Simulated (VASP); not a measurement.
A run of VASP 6.6.1 is set up as follows.

File INCAR:

```
PREC = Accurate
ENCUT = 520
EDIFF = 1E-6
ISMEAR = 0
SIGMA = 0.1
LREAL = F
LASPH = T
NELM = 100
ALGO = Normal
ISIF = 2
LWAVE = F
LCHARG = T
GGA = PE
LELF = T
LVHAR = T
NBANDS = 34
```

Contents of KPOINTS:

```
Automatic mesh
0
Gamma
  4 4 4
```

File POSCAR:

```
NaSe7
1.0
    0.0000000000      4.3606892661      4.3606892661
    4.3606892661      0.0000000000      4.3606892661
    4.3606892661      4.3606892661      0.0000000000
Na Se
1 7
Direct
    0.0000000000      0.0000000000      0.0000000000
    0.5000000000      0.0000000000      0.0000000000
    0.0000000000      0.5000000000      0.5000000000
    0.0000000000      0.5000000000      0.0000000000
    0.5000000000      0.0000000000      0.5000000000
    0.0000000000      0.0000000000      0.5000000000
    0.5000000000      0.5000000000      0.0000000000
    0.5000000000      0.5000000000      0.5000000000
```

Potentials or basis: VASP PAW PBE potentials, release 64 (Na_pv, Se).

The run is started by

```console
$ cat potpaw_PBE.64/Na_pv/POTCAR potpaw_PBE.64/Se/POTCAR > POTCAR
$ mpirun -np 1 vasp_std > vasp.out
```

Question: Estimate the band gap on the k mesh.

Answer: Zero (an odd number of electrons rules out a gap without spin polarisation).

Question: Predict the pressure.

Answer: 0.0 GPa.
